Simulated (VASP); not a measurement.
# LiCl in VASP: further runs, part 2 of 2

VASP 6.6.1.

## Step 4: Single point, r2SCAN, collinear spin, ferromagnetic start

This run uses another cell than the first one, of 192.56 Å³/atom, 1.059 times its volume.

File POSCAR:

```
LiCl
1.0
    9.0000000000      0.0000000000      0.0000000000
    0.0000000000      9.3000000000      0.0000000000
    0.0000000000      0.0000000000      4.6011645634
Li Cl
1 1
Direct
    0.5000000000      0.5000000000      0.0000000000
    0.5000000000      0.5000000000      0.5000000000
```

File INCAR.step1:

```
SYSTEM = LiCl
ALGO     = Normal         ! electronic algorithm
EDIFF    = 1E-4           ! SCF threshold, eV
ENCUT    = 520            ! plane-wave cutoff, eV
GGA      = PE             ! functional
ISMEAR   = 0              ! smearing method
ISPIN    = 2              ! spin polarisation
LASPH    = .True.         ! aspherical terms in the spheres
LCHARG   = .False.        ! write CHGCAR
LREAL    = .False.        ! projectors in reciprocal space
LWAVE    = .True.         ! write WAVECAR
MAGMOM   = 0.5 0.5        ! initial moments
NBANDS   = 16             ! bands
NELM     = 150            ! most SCF steps
PREC     = Accurate       ! precision mode
SIGMA    = 0.05           ! smearing width, eV
```

File INCAR.step2:

```
SYSTEM = LiCl
ALGO     = Normal         ! electronic algorithm
EDIFF    = 1E-6           ! SCF threshold, eV
ENCUT    = 520            ! plane-wave cutoff, eV
ISIF     = 2              ! what is computed and relaxed
ISMEAR   = 0              ! smearing method
ISPIN    = 2              ! spin polarisation
ISTART   = 1            
LASPH    = .True.         ! aspherical terms in the spheres
LCHARG   = .True.         ! write CHGCAR
LELF     = .True.         ! ELF
LMIXTAU  = .True.       
LORBIT   = 11             ! projections on sites
LREAL    = .False.        ! projectors in reciprocal space
LVHAR    = .True.       
LWAVE    = .False.        ! write WAVECAR
MAGMOM   = 0.5 0.5        ! initial moments
METAGGA  = R2SCAN         ! meta-GGA
NBANDS   = 16             ! bands
NELM     = 150            ! most SCF steps
PREC     = Accurate       ! precision mode
SIGMA    = 0.05           ! smearing width, eV
```

File KPOINTS:

```
k-points
0
Gamma
  1 1 14
  0 0 0
```

Potentials or basis: VASP PAW PBE potentials, release 64 (Li_sv, Cl).

Command:

```bash
$ cat potpaw_PBE.64/Li_sv/POTCAR potpaw_PBE.64/Cl/POTCAR > POTCAR
$ cp INCAR.step1 INCAR
$ mpirun -np 1 vasp_std > vasp.out
$ cp INCAR.step2 INCAR
$ mpirun -np 1 vasp_std > vasp.out
```

OUTCAR:

```text
SYSTEM = LiCl
   EDIFF = 1E-6
   ENCUT = 520
   ISIF = 2
   ISMEAR = 0
   ISPIN = 2
   ISTART = 1
   LASPH = .True.
   LORBIT = 11
   LREAL = .False.
   METAGGA = R2SCAN
   NELM = 150
   PREC = Accurate

 ion  position               nearest neighbor table
   1  0.500  0.500  0.000-   2 2.30   2 2.30
   2  0.500  0.500  0.500-   1 2.30   1 2.30

  LATTYP: Found a simple orthorhombic cell.
 ALAT       =     4.6011645634
 B/A-ratio  =     1.9560265398
 C/A-ratio  =     2.0212274245

  Lattice vectors:

 A1 = (   0.0000000000,   0.0000000000,   4.6011645634)
 A2 = (   9.0000000000,   0.0000000000,   0.0000000000)
 A3 = (   0.0000000000,   9.3000000000,   0.0000000000)

Analysis of symmetry for initial positions (statically):
=====================================================================
 Subroutine PRICEL returns:
 Original cell was already a primitive cell.

 Routine SETGRP: Setting up the symmetry group for a
 simple orthorhombic supercell.
[... 338 lines left out ...]
      6      -0.1747      0.00000
[... 129 lines left out ...]
      3      -7.5878      1.00000
      4      -6.5728      1.00000
      5      -6.5727      1.00000
      6       1.4684      0.00000
[... 8 lines left out ...]
     15       4.1234      0.00000
     16       4.6540      0.00000

------------------------ aborting loop because EDIFF is reached ----------------------------------------

  FORCE on cell =-STRESS in cart. coord.  units (eV):
  Direction    XX          YY          ZZ          XY          YZ          ZX
  --------------------------------------------------------------------------------------
  -------------------------------------------------------------------------------------
  Total        0.0090433     -0.0185530     -2.3444690      0.0000000      0.0000000      0.0000000
  in kB        0.0376222     -0.0771849     -9.7535305      0.0000000      0.0000000      0.0000000
  external PRESSURE =      -3.2643644 kB  Pullay stress =       0.0000000 kB

 VOLUME and BASIS-vectors are now :
 -----------------------------------------------------------------------------
  energy-cutoff  :      520.00
  volume of cell :      385.12
      direct lattice vectors                 reciprocal lattice vectors
     9.000000000  0.000000000  0.000000000     0.111111111  0.000000000  0.000000000
     0.000000000  9.300000000  0.000000000     0.000000000  0.107526882  0.000000000
     0.000000000  0.000000000  4.601164563     0.000000000  0.000000000  0.217336282

 POSITION                                       TOTAL-FORCE (eV/Angst)
 -----------------------------------------------------------------------------------
      4.50000      4.65000      0.00000         0.000000      0.000000      0.000000
      4.50000      4.65000      2.30058         0.000000      0.000000      0.000000
 -----------------------------------------------------------------------------------
    total drift:                                0.000000      0.000000      0.000000

  FREE ENERGIE OF THE ION-ELECTRON SYSTEM (eV)
  ---------------------------------------------------
  free  energy   TOTEN  =       -11.6827998574 eV

  energy  without entropy=      -11.6827998574  energy(sigma->0) =      -11.68279986

 total charge

# of ion       s       p       d       tot
------------------------------------------
    1        2.006   0.010   0.000   2.016
    2        1.589   3.607   0.000   5.196
--------------------------------------------------
tot          3.595   3.617   0.000   7.212

 magnetization (x)

# of ion       s       p       d       tot
------------------------------------------
    1       -0.000  -0.000   0.000  -0.000
    2        0.000   0.000   0.000   0.000
--------------------------------------------------
tot          0.000   0.000   0.000   0.000
```

OUTCAR.step1:

```text
SYSTEM = LiCl
   EDIFF = 1E-4
   ENCUT = 520
   GGA = PE
   ISMEAR = 0
   ISPIN = 2
[... 533 lines left out ...]
      4.50000      4.65000      0.00000         0.000000      0.000000      0.000000
      4.50000      4.65000      2.30058         0.000000      0.000000      0.000000
 -----------------------------------------------------------------------------------
    total drift:                                0.000000      0.000000      0.000000

  FREE ENERGIE OF THE ION-ELECTRON SYSTEM (eV)
  ---------------------------------------------------
  free  energy   TOTEN  =        -6.6937743101 eV

  energy  without entropy=       -6.6937743101  energy(sigma->0) =       -6.69377431
```

It took 5 min on 1 thread of Intel Xeon Platinum 8559C (Emerald Rapids), shared host; peak memory 0.65 GiB.

What came out:

| Item | Value |
| --- | --- |
| Free energy | -11.6828 eV |
| Band gap on the k mesh | 6.40 eV, indirect (least direct gap 6.52 eV) |
| Net moment | 0.00 μB per cell |
| Valence electrons inside the program's atomic spheres | Li 2.02; Cl 5.20 |

Levels at points of the mesh, in eV from the valence-band top:
Spin up:
| k point | band 2 | band 3 | band 4 | band 5 | band 6 | band 7 | band 8 | band 9 |
| --- | --- | --- | --- | --- | --- | --- | --- | --- |
| (0.00, 0.00, 0.00) | -12.51 | -1.14 | -0.12 | -0.12 | 6.40 | 8.27 | 8.31 | 8.36 |
| (0.00, 0.00, 0.50) | -12.55 | -1.02 | 0.00 | 0.00 | 8.04 | 8.06 | 8.25 | 8.59 |
Spin down:
| k point | band 2 | band 3 | band 4 | band 5 | band 6 | band 7 | band 8 | band 9 |
| --- | --- | --- | --- | --- | --- | --- | --- | --- |
| (0.00, 0.00, 0.00) | -12.51 | -1.14 | -0.12 | -0.12 | 6.40 | 8.27 | 8.31 | 8.36 |
| (0.00, 0.00, 0.50) | -12.55 | -1.02 | 0.00 | 0.00 | 8.04 | 8.06 | 8.25 | 8.59 |

Caveat: the cutoff is under 1.25 times the usual one of these potentials, so pressure, stress and relaxed cells hold a basis-set (Pulay) error; the PAW data sets were made with another functional, which shifts forces and pressure a little.

## Step 5: Overview

| cell | gap on the mesh (eV) | moment (μB) |
| --- | --- | --- |
| a = 9.000, b = 9.300, c = 4.345 Å, 2 atoms | 6.67 | 0.00 |
| a = 9.000, b = 9.300, c = 4.348 Å, 2 atoms | 6.67 | 0.00 |
| a = 9.000, b = 9.300, c = 4.601 Å, 2 atoms | 6.40 | 0.00 |

Alike in all rows: task single point; level r2SCAN; potentials or basis VASP PAW PBE potentials, release 64 (Li_sv, Cl); spin collinear, ferromagnetic start; k mesh 1 × 1 × 14; cutoff (eV) 520; smearing gaussian 0.05 eV.

Caveats: the cutoff is under 1.25 times the usual one of these potentials, so pressure, stress and relaxed cells hold a basis-set (Pulay) error; the PAW data sets were made with another functional, which shifts forces and pressure a little.

Total energies depend on the potentials used, so only differences within one code and one set of settings carry meaning.
